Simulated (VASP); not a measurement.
A run of VASP 6.6.1:

File POSCAR:

```
ZnS
1.0
    0.0000000000      2.7046500000      2.7046500000
    2.7046500000      0.0000000000      2.7046500000
    2.7046500000      2.7046500000      0.0000000000
Zn S
1 1
Direct
    0.0000000000      0.0000000000      0.0000000000
    0.7500000000      0.7500000000      0.7500000000
```

INCAR.step1

```
ALGO     = Normal         # electronic algorithm
EDIFF    = 1E-4           # SCF threshold, eV
ENCUT    = 600            # plane-wave cutoff, eV
GGA      = PE             # functional
ISMEAR   = 0              # smearing method
LASPH    = T              # aspherical terms in the spheres
LCHARG   = F              # write CHGCAR
LREAL    = F              # projectors in reciprocal space
LWAVE    = T              # write WAVECAR
NELM     = 60             # most SCF steps
PREC     = Accurate       # precision mode
SIGMA    = 0.02           # smearing width, eV
```

INCAR.step2

```
ALGO     = Normal         # electronic algorithm
EDIFF    = 1E-6           # SCF threshold, eV
EDIFFG   = -0.005         # ionic threshold
ENCUT    = 600            # plane-wave cutoff, eV
IBRION   = 2              # ionic algorithm
ISIF     = 3              # what is computed and relaxed
ISMEAR   = 0              # smearing method
ISTART   = 1            
LASPH    = T              # aspherical terms in the spheres
LCHARG   = F              # write CHGCAR
LMIXTAU  = T            
LREAL    = F              # projectors in reciprocal space
LWAVE    = F              # write WAVECAR
METAGGA  = R2SCAN         # meta-GGA
NELM     = 60             # most SCF steps
NSW      = 100            # ionic steps
PREC     = Accurate       # precision mode
SIGMA    = 0.02           # smearing width, eV
```

The input KPOINTS:

```
k-points
0
Gamma
  8 8 8
```

Potentials or basis: VASP PAW PBE potentials, release 64 (Zn, S).

Launch:

```bash
$ cat potpaw_PBE.64/Zn/POTCAR potpaw_PBE.64/S/POTCAR > POTCAR
$ cp INCAR.step1 INCAR
$ mpirun -np 1 vasp_std > vasp.out
$ cp INCAR.step2 INCAR
$ mpirun -np 1 vasp_std > vasp.out
```

Hardware: 1 thread of AMD EPYC 9R45 (Zen 5), with other jobs on the host.

Problem. Estimate the wall time of this run.

Solution. It took 3.8 min on 1 thread of AMD EPYC 9R45 (Zen 5), with other jobs on the host, peak memory 0.17 GiB. Counts: k points 29, ion steps 6.
